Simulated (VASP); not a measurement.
Set up this calculation in VASP 6.6.1, as the native input.

```yaml
Task: single point
Functional: PBE
Potentials_or_basis: VASP PAW PBE potentials, release 64 (Mn_pv, O)
Cutoff: 520 eV
k_mesh: 8 × 8 × 8
Occupations: fermi-dirac, width 0.1 eV
Spin: no spin polarisation
Dipole_correction: no
Further_INCAR_settings: ALGO = Normal; EDIFF = 1e-06; NBANDS = 16
```

The structure of MnO lies in POSCAR:

```
MnO
1.0
    0.0000000000      2.2040000000      2.2040000000
    2.2040000000      0.0000000000      2.2040000000
    2.2040000000      2.2040000000      0.0000000000
Mn O
1 1
Direct
    0.0000000000      0.0000000000      0.0000000000
    0.5000000000      0.5000000000      0.5000000000
```

One way to write it, as run:

INCAR

```
ALGO     = Normal         # electronic algorithm
EDIFF    = 1E-6           # SCF threshold, eV
ENCUT    = 520            # plane-wave cutoff, eV
GGA      = PE             # functional
ISIF     = 2              # what is computed and relaxed
ISMEAR   = -1             # smearing method
LASPH    = True           # aspherical terms in the spheres
LCHARG   = False          # write CHGCAR
LREAL    = False          # projectors in reciprocal space
LWAVE    = False          # write WAVECAR
NBANDS   = 16             # bands
NELM     = 100            # most SCF steps
PREC     = Accurate       # precision mode
SIGMA    = 0.1            # smearing width, eV
```

KPOINTS

```
k-points
0
Gamma
  8 8 8
```

Potentials or basis: VASP PAW PBE potentials, release 64 (Mn_pv, O).

Launch:

```sh
$ cat potpaw_PBE.64/Mn_pv/POTCAR potpaw_PBE.64/O/POTCAR > POTCAR
$ mpirun -np 1 vasp_std > vasp.out
```

It gave:

The pressure is -30.7 GPa.

Caveat: an odd number of electrons without spin polarisation forces a metal; a magnetic or distorted state may lie lower; the run has no spin polarisation, though such a crystal can be magnetic.

Run time: 11 s on 1 thread of AMD EPYC 7R13 Processor (Zen 3), with other jobs on the host, peak memory 0.11 GiB.
